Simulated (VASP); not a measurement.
SiSn3O8, 12 atoms in the cell. The structure is orthorhombic, space group Cmmm (No. 65). Conventional cell: a = 6.514 Å, b = 6.529 Å, c = 6.155 Å, α = 90.00°, β = 90.00°, γ = 90.00°. Within 2.7 Å of Sn (site symmetry mmm) lie 6 O at 2.00 to 2.09 Å. Sn (site symmetry mm2) has 6 O at 2.04 to 2.07 Å within 2.7 Å. O (site symmetry 2mm) has 3 Sn at 2.00 to 2.04 Å and 1 O at 2.51 Å within 2.7 Å. Within 2.4 Å of O (site symmetry m) lie 1 Si at 1.82 Å and 2 Sn at 2.07 to 2.09 Å and 1 O at 2.40 Å. Within 2.4 Å of O (site symmetry 2mm) lie 1 Si at 1.83 Å and 2 Sn at 2.05 Å. Si (site symmetry mmm) has 6 O at 1.82 to 1.83 Å within 2.4 Å. 

| Quantity | Value |
| --- | --- |
| Program | VASP 6.6.1 |
| Task | single point |
| Functional | PBE |
| Potentials or basis | VASP PAW PBE potentials, release 64 (Sn_d, O, Si) |
| Cutoff | 600 eV |
| k mesh | 6 × 6 × 4 |
| Occupations | fermi-dirac, width 0.02 eV |
| Spin | no spin polarisation |
| Dipole correction | no |
| Further INCAR settings | ALGO = Normal; EDIFF = 1e-06; NBANDS = 59 |

Potentials or basis: VASP PAW PBE potentials, release 64 (Sn_d, O, Si).

The run is started by

```console
$ cat potpaw_PBE.64/Sn_d/POTCAR potpaw_PBE.64/O/POTCAR potpaw_PBE.64/Si/POTCAR > POTCAR
$ mpirun -np 1 vasp_std > vasp.out
```

Hardware: 1 thread of Oxide Virtual Turin-like Processor, on a shared host.

Task: Estimate the wall time of this run.

Result: Wall time 8.4 min on 1 thread of Oxide Virtual Turin-like Processor, with other jobs on the host, peak memory 0.41 GiB. Counts: scf iterations 14, k points 39.
